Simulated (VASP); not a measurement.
# CuI (F-43m) in VASP: further runs, part 3 of 3

VASP 6.6.1. Earlier steps stand in the parts before.

### 5 Electric field gradients, PBE

This run uses another cell than the first one, of 27.86 Å³/atom.

INCAR

```
SYSTEM = CuI
PREC     = Accurate       ! precision mode
ENCUT    = 520            ! plane-wave cutoff, eV
EDIFF    = 1E-8           ! SCF threshold, eV
ISMEAR   = -1             ! smearing method
SIGMA    = 0.03           ! smearing width, eV
LREAL    = .FALSE.        ! projectors in reciprocal space
LASPH    = .TRUE.         ! aspherical terms in the spheres
NELM     = 80             ! most SCF steps
ALGO     = Normal         ! electronic algorithm
ISIF     = 2              ! what is computed and relaxed
LWAVE    = .FALSE.        ! write WAVECAR
LCHARG   = .FALSE.        ! write CHGCAR
GGA      = PE             ! functional
LEFG     = .TRUE.       
NBANDS   = 16             ! bands
```

KPOINTS

```
regular mesh
0
G
  9 9 9
  0 0 0
```

POSCAR

```
CuI
1.0
    0.0000000000      3.0315000000      3.0315000000
    3.0315000000      0.0000000000      3.0315000000
    3.0315000000      3.0315000000      0.0000000000
Cu I
1 1
Direct
    0.7500000000      0.7500000000      0.7500000000
    0.0000000000      0.0000000000      0.0000000000
```

Potentials or basis: VASP PAW PBE potentials, release 64 (Cu, I).

Started as:

```console
$ cat potpaw_PBE.64/Cu/POTCAR potpaw_PBE.64/I/POTCAR > POTCAR
$ mpirun -np 1 vasp_std > vasp.out
```

OUTCAR:

```text
SYSTEM = CuI
   PREC = Accurate
   ENCUT = 520
   EDIFF = 1E-8
   ISMEAR = -1
   LREAL = .FALSE.
   LASPH = .TRUE.
   NELM = 80
   ISIF = 2
   GGA = PE

 ion  position               nearest neighbor table
   1  0.750  0.750  0.750-   2 2.63   2 2.63   2 2.63   2 2.63
   2  0.000  0.000  0.000-   1 2.63   1 2.63   1 2.63   1 2.63

  LATTYP: Found a face centered cubic cell.
 ALAT       =     6.0630000000

  Lattice vectors:

 A1 = (   0.0000000000,   3.0315000000,   3.0315000000)
 A2 = (   3.0315000000,   0.0000000000,   3.0315000000)
[... 667 lines left out ...]
  ---------------------------------------------------
  free  energy   TOTEN  =        -5.5621586233 eV

  energy  without entropy=       -5.5621586233  energy(sigma->0) =       -5.56215862

 Electric field gradients (V/A^2)
---------------------------------------------------------------------
 ion       V_xx      V_yy      V_zz      V_xy      V_xz      V_yz
---------------------------------------------------------------------
   1      -0.000    -0.000    -0.000    -0.001    -0.001    -0.001
   2       0.000    -0.000    -0.000     0.000     0.000     0.000
---------------------------------------------------------------------

 Electric field gradients after diagonalization (V/A^2)
 (convention: |V_zz| > |V_xx| > |V_yy|)
----------------------------------------------------------------------
 ion       V_xx      V_yy      V_zz     asymmetry (V_yy - V_xx)/ V_zz
----------------------------------------------------------------------
   1       0.001     0.001    -0.002       0.000
   2      -0.000    -0.000     0.001       0.000
----------------------------------------------------------------------

           NMR quadrupolar parameters

 Cq : quadrupolar parameter    Cq=e*Q*V_zz/h
 eta: asymmetry parameters     (V_yy - V_xx)/ V_zz
 Q  : nuclear electric quadrupole moment in mb (millibarn)
----------------------------------------------------------------------
 ion       Cq(MHz)       eta       Q (mb)
----------------------------------------------------------------------
   1      -0.000       0.000       1.000
   2       0.000       0.000       1.000
----------------------------------------------------------------------
```

OSZICAR:

```text
N       E                     dE             d eps       ncg     rms          rms(c)
DAV:   1     0.923778042393E+02    0.92378E+02   -0.74538E+03  1120   0.119E+03
DAV:   2     0.167891409657E+00   -0.92210E+02   -0.83387E+02  1192   0.223E+02
DAV:   3    -0.561899183352E+01   -0.57869E+01   -0.57117E+01  1512   0.600E+01
DAV:   4    -0.577138391384E+01   -0.15239E+00   -0.15233E+00  1280   0.922E+00
DAV:   5    -0.577957138045E+01   -0.81875E-02   -0.81874E-02  1768   0.239E+00    0.527E+00
DAV:   6    -0.570470284293E+01    0.74869E-01   -0.26441E+00  1176   0.436E+01    0.338E+00
DAV:   7    -0.556286484430E+01    0.14184E+00   -0.63496E-01  1168   0.262E+01    0.167E+00
DAV:   8    -0.556408615558E+01   -0.12213E-02   -0.33174E-02  1784   0.246E+00    0.449E-01
DAV:   9    -0.556198422732E+01    0.21019E-02   -0.78017E-03  1416   0.259E+00    0.142E-01
DAV:  10    -0.556215302803E+01   -0.16880E-03   -0.56588E-04  1368   0.146E-01    0.374E-02
DAV:  11    -0.556216043474E+01   -0.74067E-05   -0.18347E-04  1480   0.371E-01    0.327E-02
DAV:  12    -0.556215926207E+01    0.11727E-05   -0.12910E-05  1760   0.564E-02    0.248E-02
DAV:  13    -0.556215798134E+01    0.12807E-05   -0.60349E-06  1504   0.726E-02    0.515E-03
DAV:  14    -0.556215859155E+01   -0.61022E-06   -0.24263E-06  1816   0.241E-02    0.534E-03
DAV:  15    -0.556215851832E+01    0.73234E-07   -0.78979E-08  1664   0.352E-03    0.297E-03
DAV:  16    -0.556215862007E+01   -0.10175E-06   -0.69174E-08  1760   0.518E-03    0.537E-04
DAV:  17    -0.556215862332E+01   -0.32519E-08   -0.51702E-09   816   0.625E-04
   1 F= -.55621586E+01 E0= -.55621586E+01  d E =-.359981E-10
```

Run time: 24 s. Hardware: 1 thread of Intel Xeon Platinum 8375C at 2.90GHz (Ice Lake), shared host; peak memory 0.19 GiB.

Results:

```yaml
Free_energy: -5.5622 eV
Pressure: 0.4 GPa
Band_gap_on_the_k_mesh: 1.14 eV
Largest_electric_field_gradient_by_atom: under 0.05 V/Å² on every atom
```

Caveat: spin-orbit coupling is left out, which moves the levels of the heavy elements. As with any semilocal functional, this PBE gap is likely too small.

### 6 Electric field gradients, PBE (28.42 Å³/atom)

This run uses another cell than the first one, of 28.42 Å³/atom.

INCAR

```
PREC = Accurate
ENCUT = 520
EDIFF = 1E-8
ISMEAR = -1
SIGMA = 0.03
LREAL = F
LASPH = T
NELM = 100
ALGO = Normal
ISIF = 2
LWAVE = F
LCHARG = F
GGA = PE
LEFG = T
NBANDS = 16
```

KPOINTS

```
Automatic mesh
0
Gamma
  9 9 9
```

POSCAR

```
CuI
1.0
    0.0000000000      3.0515767440      3.0515767440
    3.0515767440      0.0000000000      3.0515767440
    3.0515767440      3.0515767440      0.0000000000
Cu I
1 1
Direct
    0.7500000000      0.7500000000      0.7500000000
    0.0000000000      0.0000000000      0.0000000000
```

Potentials or basis: VASP PAW PBE potentials, release 64 (Cu, I).

Started as:

```console
$ cat potpaw_PBE.64/Cu/POTCAR potpaw_PBE.64/I/POTCAR > POTCAR
$ mpirun -np 1 vasp_std > vasp.out
```

OUTCAR:

```text
PREC = Accurate
   ENCUT = 520
   EDIFF = 1E-8
   ISMEAR = -1
   LREAL = F
   LASPH = T
   NELM = 100
   ISIF = 2
   GGA = PE

 ion  position               nearest neighbor table
   1  0.750  0.750  0.750-   2 2.64   2 2.64   2 2.64   2 2.64
   2  0.000  0.000  0.000-   1 2.64   1 2.64   1 2.64   1 2.64

  LATTYP: Found a face centered cubic cell.
 ALAT       =     6.1031534880

  Lattice vectors:

 A1 = (   0.0000000000,   3.0515767440,   3.0515767440)
 A2 = (   3.0515767440,   0.0000000000,   3.0515767440)
 A3 = (   3.0515767440,   3.0515767440,   0.0000000000)

[... 666 lines left out ...]
  free  energy   TOTEN  =        -5.5620339716 eV

  energy  without entropy=       -5.5620339715  energy(sigma->0) =       -5.56203397

 Electric field gradients (V/A^2)
---------------------------------------------------------------------
 ion       V_xx      V_yy      V_zz      V_xy      V_xz      V_yz
---------------------------------------------------------------------
   1      -0.000     0.000     0.000    -0.003    -0.003    -0.003
   2       0.000     0.000     0.000     0.000     0.000     0.000
---------------------------------------------------------------------

 Electric field gradients after diagonalization (V/A^2)
 (convention: |V_zz| > |V_xx| > |V_yy|)
----------------------------------------------------------------------
 ion       V_xx      V_yy      V_zz     asymmetry (V_yy - V_xx)/ V_zz
----------------------------------------------------------------------
   1       0.003     0.003    -0.005       0.000
   2      -0.000    -0.000     0.001       0.000
----------------------------------------------------------------------

           NMR quadrupolar parameters

 Cq : quadrupolar parameter    Cq=e*Q*V_zz/h
 eta: asymmetry parameters     (V_yy - V_xx)/ V_zz
 Q  : nuclear electric quadrupole moment in mb (millibarn)
----------------------------------------------------------------------
 ion       Cq(MHz)       eta       Q (mb)
----------------------------------------------------------------------
   1      -0.000       0.000       1.000
   2       0.000       0.000       1.000
----------------------------------------------------------------------
```

OSZICAR:

```text
N       E                     dE             d eps       ncg     rms          rms(c)
DAV:   1     0.920766628016E+02    0.92077E+02   -0.75412E+03  1128   0.117E+03
DAV:   2     0.132559107143E+00   -0.91944E+02   -0.83548E+02  1160   0.221E+02
DAV:   3    -0.560153101584E+01   -0.57341E+01   -0.56472E+01  1528   0.597E+01
DAV:   4    -0.575919595159E+01   -0.15766E+00   -0.15760E+00  1296   0.932E+00
DAV:   5    -0.576792355234E+01   -0.87276E-02   -0.87274E-02  1696   0.247E+00    0.513E+00
DAV:   6    -0.569550739832E+01    0.72416E-01   -0.25155E+00  1160   0.421E+01    0.328E+00
DAV:   7    -0.556251918910E+01    0.13299E+00   -0.60514E-01  1232   0.252E+01    0.162E+00
DAV:   8    -0.556376263274E+01   -0.12434E-02   -0.31103E-02  1752   0.234E+00    0.430E-01
DAV:   9    -0.556185724340E+01    0.19054E-02   -0.71940E-03  1400   0.246E+00    0.137E-01
DAV:  10    -0.556202855771E+01   -0.17131E-03   -0.55312E-04  1304   0.148E-01    0.332E-02
DAV:  11    -0.556203456254E+01   -0.60048E-05   -0.13690E-04  1504   0.312E-01    0.301E-02
DAV:  12    -0.556203421735E+01    0.34519E-06   -0.10470E-05  1704   0.433E-02    0.236E-02
DAV:  13    -0.556203336909E+01    0.84826E-06   -0.65568E-06  1480   0.760E-02    0.403E-03
DAV:  14    -0.556203399917E+01   -0.63008E-06   -0.20903E-06  1824   0.183E-02    0.572E-03
DAV:  15    -0.556203386549E+01    0.13368E-06   -0.93617E-08  1688   0.556E-03    0.269E-03
DAV:  16    -0.556203396331E+01   -0.97822E-07   -0.77772E-08  1776   0.572E-03    0.581E-04
DAV:  17    -0.556203397162E+01   -0.83073E-08   -0.45553E-09   816   0.754E-04
   1 F= -.55620340E+01 E0= -.55620340E+01  d E =-.807611E-10
```

Run time: 24 s. Hardware: 1 thread of Intel Xeon Platinum 8375C at 2.90GHz (Ice Lake), shared host; peak memory 0.19 GiB.

What came out:

* Free energy: -5.5620 eV
* Pressure: -0.4 GPa
* Band gap on the k mesh: 1.09 eV
* Largest electric field gradient by atom: under 0.05 V/Å² on every atom

Caveat: spin-orbit coupling is left out, which moves the levels of the heavy elements.

### 7 Summary

| cell | gap on the mesh (eV) | pressure (GPa) |
| --- | --- | --- |
| a = 4.229 Å, angles 60.0°, 2 atoms | 1.26 | 2.2 |
| a = 4.258 Å, angles 60.0°, 2 atoms | 1.20 | 1.2 |
| a = 4.287 Å, angles 60.0°, 2 atoms | 1.14 | 0.4 |
| a = 4.316 Å, angles 60.0°, 2 atoms | 1.09 | -0.4 |

Alike in all rows: task electric field gradients; level PBE; potentials or basis VASP PAW PBE potentials, release 64 (Cu, I); no spin polarisation; k mesh 9 × 9 × 9; cutoff (eV) 520; smearing fermi-dirac 0.03 eV.

Caveats: spin-orbit coupling is left out, which moves the levels of the heavy elements.

Absolute energies hang on the potentials; compare differences alone.
